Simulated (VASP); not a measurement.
Wanted: the native input for a VASP 6.6.1 run.

```yaml
Task: single point
Functional: PBE
Potentials_or_basis: VASP PAW PBE potentials, release 64 (Os)
Cutoff: 520 eV
k_mesh: 15 × 15 × 9
Occupations: fermi-dirac, width 0.05 eV
Spin: no spin polarisation
Dipole_correction: no
Further_INCAR_settings: ALGO = Normal; EDIFF = 1e-06; NBANDS = 15
```

The structure of Os lies in POSCAR:

```
Os
1.0
    2.8161229748      0.0000000000      0.0000000000
   -1.4080614874      2.4388340364      0.0000000000
    0.0000000000      0.0000000000      4.3197000000
Os
2
Direct
    0.3333333333      0.6666666667      0.2500000000
    0.6666666667      0.3333333333      0.7500000000
```

This cell differs from its parent crystal: equal xx and yy strain of +3 %.

One way to write it, as run:

INCAR

```
PREC = Accurate ; ENCUT = 520
EDIFF = 1E-6 ; ISMEAR = -1
SIGMA = 0.05 ; LREAL = F
LASPH = T ; NELM = 60
ALGO = Normal ; ISIF = 2
LWAVE = F ; LCHARG = F
GGA = PE ; NBANDS = 15
```

KPOINTS

```
Automatic mesh
0
Gamma
  15 15 9
```

Potentials or basis: VASP PAW PBE potentials, release 64 (Os).

Command:

```console
$ cat potpaw_PBE.64/Os/POTCAR > POTCAR
$ mpirun -np 1 vasp_std > vasp.out
```

It gave:

* Pressure: -13.5 GPa
* Band gap on the k mesh: zero (bands 8 and 9 overlap by 3.49 eV)

Caveat: the cell differs from its parent crystal (equal xx and yy strain of +3 %); the stress differs along the axes, from -18 to -4 GPa; spin-orbit coupling is left out, which moves the levels of the heavy elements.

Wall time 66 s on 1 thread of AMD EPYC 7R13, on a shared host, peak memory 0.15 GiB.
